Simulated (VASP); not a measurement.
Input of a VASP 6.6.1 run:

File POSCAR:

```
SiN2
1.0
    0.0000003268      5.7693431282      0.0000000000
    4.1243285683     -2.8846717978      0.0000000000
    0.0000000000      0.0000000000     -9.2438971675
Si N
4 8
Direct
    0.6878010569      0.3757463262      0.8229703351
    0.3121989431      0.6242536738      0.3229703351
    0.6879452693      0.3757463262      0.1770296649
    0.3120547307      0.6242536738      0.6770296649
    0.2841820391      0.5683640783      0.5000000000
    0.7158179609      0.4316359217      0.0000000000
    0.4999268828      0.0000000000      0.7500000000
    0.5000731172      0.0000000000      0.2500000000
    0.4998860679      0.4999714578      0.7500191432
    0.5001139321      0.5000285422      0.2500191432
    1.0000853899      0.4999714578      0.2499808568
   -0.0000853899      0.5000285422      0.7499808568
```

The input INCAR.step1:

```
SYSTEM = SiN2
PREC = Accurate ; ENCUT = 520
ISMEAR = -1 ; SIGMA = 0.1
LREAL = .FALSE. ; LASPH = .TRUE.
NELM = 100 ; NBANDS = 40
GGA = PE ; ALGO = Normal
EDIFF = 1E-4 ; LWAVE = .TRUE.
LCHARG = .FALSE.
```

Contents of INCAR.step2:

```
SYSTEM = SiN2
PREC = Accurate ; ENCUT = 520
EDIFF = 1E-6 ; ISMEAR = -1
SIGMA = 0.1 ; LREAL = .FALSE.
LASPH = .TRUE. ; NELM = 100
ALGO = Normal ; ISIF = 2
LWAVE = .FALSE. ; LCHARG = .FALSE.
METAGGA = R2SCAN ; LMIXTAU = .TRUE.
NBANDS = 40 ; ISTART = 1
```

File KPOINTS:

```
Automatic mesh
0
G
  5 5 3
  0 0 0
```

Potentials or basis: VASP PAW PBE potentials, release 64 (Si, N).

Run with:

```sh
$ cat potpaw_PBE.64/Si/POTCAR potpaw_PBE.64/N/POTCAR > POTCAR
$ cp INCAR.step1 INCAR
$ mpirun -np 1 vasp_std > vasp.out
$ cp INCAR.step2 INCAR
$ mpirun -np 1 vasp_std > vasp.out
```

(1) Estimate the largest force.

(2) Estimate the band gap on the k mesh.

Results:

(1) 0.010 eV/Å.

(2) zero (bands 28 and 29 overlap by 1.21 eV).

Caveat: the PAW data sets were made with another functional, which shifts forces and pressure a little.
